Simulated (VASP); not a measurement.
Set up this calculation in VASP 6.6.1, as the native input.

```
Task                   : single point
Functional             : r2SCAN
Potentials or basis    : VASP PAW PBE potentials, release 64 (Cd, I)
Cutoff                 : 550 eV
k mesh                 : 6 × 6 × 4
Occupations            : gaussian, width 0.05 eV
Spin                   : non-collinear spin, zero start, spin-orbit coupling
Starting moments       : [[0.0, 0.0, 0.0], [0.0, 0.0, 0.0], [0.0, 0.0, 0.0]] μB
Dipole correction      : no
Further INCAR settings : ALGO = Normal; EDIFF = 1e-06; NBANDS = 39
```

Crystal: CdI2.

```
Cd I
1.0
     4.24400    0.00000    0.00000
    -2.12200    3.67541    0.00000
     0.00000    0.00000    6.85900
Cd I
1 2
Direct
  0.00000 0.00000 0.00000
  0.33333 0.66667 0.24920
  0.66667 0.33333 0.75080
```

These files were run (other wordings do the same):

POSCAR

```
CdI2
1.0
    4.2439990371      0.0000000000      0.0000000000
   -2.1219995185      3.6754109797      0.0000000000
    0.0000000000      0.0000000000      6.8589997130
Cd I
1 2
Direct
    0.0000000000      0.0000000000      0.0000000000
    0.3333333333      0.6666666667      0.2492000000
    0.6666666667      0.3333333333      0.7508000000
```

INCAR.step1

```
ALGO = Normal
EDIFF = 1E-5
ENCUT = 550
GGA = PE
GGA_COMPAT = F
ISMEAR = 0
LASPH = T
LCHARG = F
LREAL = F
LSORBIT = T
LWAVE = T
MAGMOM = 0 0 0 0 0 0 0 0 0
NBANDS = 39
NELM = 200
PREC = Accurate
SIGMA = 0.05
```

INCAR.step2

```
ALGO = Normal
EDIFF = 1E-6
ENCUT = 550
GGA_COMPAT = F
ISIF = 2
ISMEAR = 0
ISTART = 1
LASPH = T
LCHARG = F
LMIXTAU = T
LORBIT = 11
LORBMOM = T
LREAL = F
LSORBIT = T
LWAVE = F
MAGMOM = 0 0 0 0 0 0 0 0 0
METAGGA = R2SCAN
NBANDS = 39
NELM = 200
PREC = Accurate
SIGMA = 0.05
```

KPOINTS

```
k-points
0
Gamma
  6 6 4
```

Potentials or basis: VASP PAW PBE potentials, release 64 (Cd, I).

The run is started by

```sh
$ cat potpaw_PBE.64/Cd/POTCAR potpaw_PBE.64/I/POTCAR > POTCAR
$ cp INCAR.step1 INCAR
$ mpirun -np 1 vasp_ncl > vasp.out
$ cp INCAR.step2 INCAR
$ mpirun -np 1 vasp_ncl > vasp.out
```

Results of the run:

| Quantity | Value |
| --- | --- |
| Pressure | 1.3 GPa |
| Largest force | 0.090 eV/Å |
| Net moment | 0.00 μB per cell |
| Valence electrons inside the program's atomic spheres | Cd 10.20; I 4.35 |

Caveat: the PAW data sets were made with another functional, which shifts forces and pressure a little.

It took 25 min on 1 thread of Oxide Virtual Turin-like Processor, on a shared host, peak memory 0.6 GiB.
